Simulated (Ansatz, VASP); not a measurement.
## Two plane-wave programs on AlP

File INCAR:

```
PREC = Accurate ; ENCUT = 500
EDIFF = 1E-6 ; ISMEAR = 0
SIGMA = 0.02 ; LREAL = False
LASPH = True ; NELM = 120
ALGO = Normal ; ISIF = 2
LWAVE = False ; LCHARG = False
GGA = PE ; NBANDS = 11
GGA_COMPAT = False
```

Contents of KPOINTS:

```
regular mesh
0
Gamma
  8 8 8
```

Contents of POSCAR:

```
AlP
1.0
    0.0000000000      2.7255865465      2.7255865465
    2.7255865465      0.0000000000      2.7255865465
    2.7255865465      2.7255865465      0.0000000000
Al P
1 1
Direct
    0.0000000000      0.0000000000      0.0000000000
    0.2500000000      0.2500000000      0.2500000000
```

Input for Ansatz:

```yaml
crystal:
  lattice:
    - [0.0, 2.7255865465, 2.7255865465]
    - [2.7255865465, 0.0, 2.7255865465]
    - [2.7255865465, 2.7255865465, 0.0]
  atoms:
    - { symbol: Al, position: [0.0, 0.0, 0.0] }
    - { symbol: P, position: [0.25, 0.25, 0.25] }
basis:
  ecutwfc: 420
kpoints:
  mp_grid: { grid: [8, 8, 8] }
hamiltonian:
  xc: pbe
scf:
  occupations: { method: gaussian, width: 0.02 }
output:
  forces: true
  stress: true
  eigenvalues: true
```

Alike in both runs: task single point; functional PBE; k mesh 8 × 8 × 8; occupations gaussian, width 0.02 eV; no spin polarisation.

|  | VASP | Ansatz |
| --- | --- | --- |
| version | VASP 6.6.1 | Ansatz 0.2.0 |
| potentials or method | VASP PAW PBE potentials, release 64 (Al, P), cutoff 500 eV | scalar-relativistic, plane waves, PAW |
| valence electrons in the cell | 8 | 8 |

VASP gave:

```
gap on the k mesh at the Fermi level (eV) : 1.57
least direct gap on the mesh (eV)         : 3.35
pressure (GPa)                            : 2.6
```

Task: Estimate Ansatz's values.

Result: gap on the k mesh at the Fermi level (eV): 1.57; least direct gap on the mesh (eV): 3.35; pressure (GPa): 2.7.
